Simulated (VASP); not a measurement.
A run of VASP 6.6.1:

Contents of INCAR:

```
PREC = Accurate
ENCUT = 520
EDIFF = 1E-7
ISMEAR = 0
SIGMA = 0.05
LREAL = Auto
LASPH = T
NELM = 150
ALGO = Normal
ISIF = 2
LWAVE = F
LCHARG = F
ISPIN = 2
MAGMOM = 2.48 0 0 0 0 0 0 0 -0.12 -0.12 -0.12 0 -0.12 0 0 0
LORBIT = 11
LMAXMIX = 4
LDAU = T
LDAUTYPE = 2
LDAUL = 2 -1 -1
LDAUU = 6 0 0
LDAUJ = 0 0 0
LDAUPRINT = 1
GGA = PS
NBANDS = 88
```

The input KPOINTS:

```
Automatic mesh
0
Gamma
  3 3 3
```

POSCAR

```
Ga7FeAs8
1.0
    0.0000000000      5.6537000000      5.6537000000
    5.6537000000      0.0000000000      5.6537000000
    5.6537000000      5.6537000000      0.0000000000
Fe Ga As
1 7 8
Direct
    0.0000000000      1.0000000000      0.0000000000
    0.0006835677      0.0006835677      0.4993164323
    0.0006835677      0.4993164323      0.0006835677
    0.0006835677      0.4993164323      0.4993164323
    0.4993164323      0.0006835677      0.0006835677
    0.4993164323      0.0006835677      0.4993164323
    0.4993164323      0.4993164323      0.0006835677
    0.5000000000      0.5000000000      0.5000000000
    0.1242158626      0.1242158626      0.1242158626
    0.1242158626      0.1242158626      0.6273524122
    0.1242158626      0.6273524122      0.1242158626
    0.1246499955      0.6251166682      0.6251166682
    0.6273524122      0.1242158626      0.1242158626
    0.6251166682      0.1246499955      0.6251166682
    0.6251166682      0.6251166682      0.1246499955
    0.6251166682      0.6251166682      0.6251166682
```

Potentials or basis: VASP PAW PBE potentials, release 64 (Fe, Ga_d, As).

The run is started by

```sh
$ cat potpaw_PBE.64/Fe/POTCAR potpaw_PBE.64/Ga_d/POTCAR potpaw_PBE.64/As/POTCAR > POTCAR
$ mpirun -np 1 vasp_std > vasp.out
```

Hardware: 1 thread of Intel Xeon 8259CL (shared host).

Estimate the wall time of this run.

Wall time 24 min on 1 thread of Intel Xeon 8259CL, with other jobs on the host, peak memory 0.75 GiB. Counts: scf iterations 25, k points 4.
